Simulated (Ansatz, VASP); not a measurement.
# Two plane-wave programs on Ti

INCAR

```
SYSTEM = Ti
  PREC = Accurate
  ENCUT = 520
  EDIFF = 1E-6
  ISMEAR = 0
  SIGMA = 0.15
  LREAL = .FALSE.
  LASPH = .TRUE.
  NELM = 60
  ALGO = Fast
  ISIF = 2
  LWAVE = .FALSE.
  LCHARG = .FALSE.
  GGA = PE
  NBANDS = 12
```

KPOINTS

```
regular mesh
0
G
  22 22 22
  0 0 0
```

The input POSCAR:

```
Ti
1.0
   -1.4864056791      1.4864056791      2.1597474517
    1.4864056791     -1.4864056791      2.1597474517
    1.4864056791      1.4864056791     -2.1597474517
Ti
1
Direct
    0.0000000000      0.0000000000      0.0000000000
```

Input for Ansatz:

```yaml
crystal:
  lattice:
    - [-1.4864056791, 1.4864056791, 2.1597474517]
    - [1.4864056791, -1.4864056791, 2.1597474517]
    - [1.4864056791, 1.4864056791, -2.1597474517]
  atoms:
    - { symbol: Ti, position: [0.0, 0.0, 0.0] }
basis:
  ecutwfc: 520.0
kpoints:
  mp_grid: { grid: [22, 22, 22] }
hamiltonian:
  xc: pbe
  pseudopotentials: { kind: paw, azcp: { folder: soft_1 } }
scf:
  occupations: { method: gaussian, width: 0.15 }
output:
  forces: true
  stress: true
  eigenvalues: true
```

Alike in both runs: task single point; functional PBE; k mesh 22 × 22 × 22; occupations gaussian, width 0.15 eV; no spin polarisation.

|  | VASP | Ansatz |
| --- | --- | --- |
| version | VASP 6.6.1 | Ansatz 0.2.0 |
| potentials or method | VASP PAW PBE potentials, release 64 (Ti_sv), cutoff 520 eV | scalar-relativistic, plane waves, PAW |
| valence electrons in the cell | 12 | 12 |

|  | VASP | Ansatz | Ansatz less VASP |
| --- | --- | --- | --- |
| gap on the k mesh at the Fermi level (eV) | none | none | - |
| pressure (GPa) | -8.7 | -8.5 | +0.16 |
| traceless stress, the component that is largest in VASP (GPa) | -0.61 | -0.61 | 0.000 |

A gap of «none» marks a metal or a gap that the smearing closes.
